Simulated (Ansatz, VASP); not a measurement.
**MgO: VASP beside Ansatz**

File POSCAR:

```
MgO
1.0
    2.9389316899      0.0000000000      0.0000000000
   -1.4694658449      2.5451895034      0.0000000000
    0.0000000000      0.0000000000      2.6805107008
Mg O
1 1
Direct
    0.0000000000      0.0000000000      0.0000000000
    0.3333333300      0.6666666700      0.5000000000
```

INCAR.step1

```
ALGO = Normal
EDIFF = 1E-5
ENCUT = 750
GGA = PE
GGA_COMPAT = False
ISMEAR = 0
LASPH = True
LCHARG = False
LREAL = False
LWAVE = True
NBANDS = 15
NELM = 120
PREC = Accurate
SIGMA = 0.02
```

File INCAR.step2:

```
ALGO = Normal
EDIFF = 1E-6
ENCUT = 750
GGA_COMPAT = False
ISIF = 2
ISMEAR = 0
ISTART = 1
LASPH = True
LCHARG = False
LMIXTAU = True
LREAL = False
LWAVE = False
METAGGA = R2SCAN
NBANDS = 15
NELM = 120
PREC = Accurate
SIGMA = 0.02
```

File KPOINTS:

```
k-points
0
Gamma
  12 12 10
```

Input for Ansatz:

```yaml
crystal:
  lattice:
    - [2.9389316899, 0.0, 0.0]
    - [-1.4694658449, 2.5451895034, 0.0]
    - [0.0, 0.0, 2.6805107008]
  atoms:
    - { symbol: Mg, position: [0.0, 0.0, 0.0] }
    - { symbol: O, position: [0.33333333, 0.66666667, 0.5] }
basis:
  ecutwfc: 500
kpoints:
  mp_grid: { grid: [12, 12, 10] }
hamiltonian:
  xc: r2scan
scf:
  occupations: { method: gaussian, width: 0.02 }
output:
  forces: true
  stress: true
  eigenvalues: true
  populations: true
```

Alike in both runs: task single point; functional r2SCAN; k mesh 12 × 12 × 10; occupations gaussian, width 0.02 eV; no spin polarisation.

|  | VASP | Ansatz |
| --- | --- | --- |
| version | VASP 6.6.1 | Ansatz 0.2.0 |
| potentials or method | VASP PAW PBE potentials, release 64 (Mg_sv, O), cutoff 750 eV | scalar-relativistic, plane waves, PAW |
| valence electrons in the cell | 16 | 16 |

Ansatz gave:

* gap on the k mesh at the Fermi level (eV): 3.78
* least direct gap on the mesh (eV): 4.18
* pressure (GPa): -5.3
* traceless stress, the component that is largest in VASP (GPa): -0.57

Problem. Estimate VASP's values.

Solution. gap on the k mesh at the Fermi level (eV): 3.80; least direct gap on the mesh (eV): 4.21; pressure (GPa): -5.8; traceless stress, the component that is largest in VASP (GPa): -0.49.

VASP's potentials were made for PBE, not for r2SCAN. The functional is the same, so the differences come from potentials, cutoffs and numerics.
